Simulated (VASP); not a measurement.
Wanted: the native input for a VASP 6.6.1 run.

```
Task                   : single point
Functional             : PBEsol
Potentials or basis    : VASP PAW PBE potentials, release 64 (Ni)
Cutoff                 : 520 eV
k mesh                 : 13 × 13 × 13
Occupations            : fermi-dirac, width 0.05 eV
Spin                   : collinear spin, ferromagnetic start
Starting moments       : [1.0] μB
Dipole correction      : no
Further INCAR settings : ALGO = Fast; EDIFF = 1e-06; NBANDS = 15
```

The structure of Ni lies in POSCAR:

```
Ni
1.0
   -1.3554684528      1.3554684528      1.3554684528
    1.3554684528     -1.3554684528      1.3554684528
    1.3554684528      1.3554684528     -1.3554684528
Ni
1
Direct
    0.0000000000      0.0000000000      0.0000000000
```

One way to write it, as run:

INCAR

```
SYSTEM = Ni
PREC = Accurate
ENCUT = 520
EDIFF = 1E-6
ISMEAR = -1
SIGMA = 0.05
LREAL = .FALSE.
LASPH = .TRUE.
NELM = 150
ALGO = Fast
ISIF = 2
LWAVE = .FALSE.
LCHARG = .FALSE.
ISPIN = 2
MAGMOM = 1
LORBIT = 11
LMAXMIX = 4
GGA = PS
NBANDS = 15
```

KPOINTS

```
Automatic mesh
0
G
  13 13 13
  0 0 0
```

Potentials or basis: VASP PAW PBE potentials, release 64 (Ni).

Run with:

```bash
$ cat potpaw_PBE.64/Ni/POTCAR > POTCAR
$ mpirun -np 1 vasp_std > vasp.out
```

It gave:

```
Pressure                                              : 12.1 GPa
Net moment                                            : 0.49 μB per cell
Site moments                                          : Ni +0.49 μB
Valence electrons inside the program's atomic spheres : Ni 9.49
```

Caveat: the PAW data sets were made with another functional, which shifts forces and pressure a little.

It took 15 s on 1 thread of AMD EPYC 9R45 96-Core Processor (Zen 5), on a shared host, peak memory 0.1 GiB.
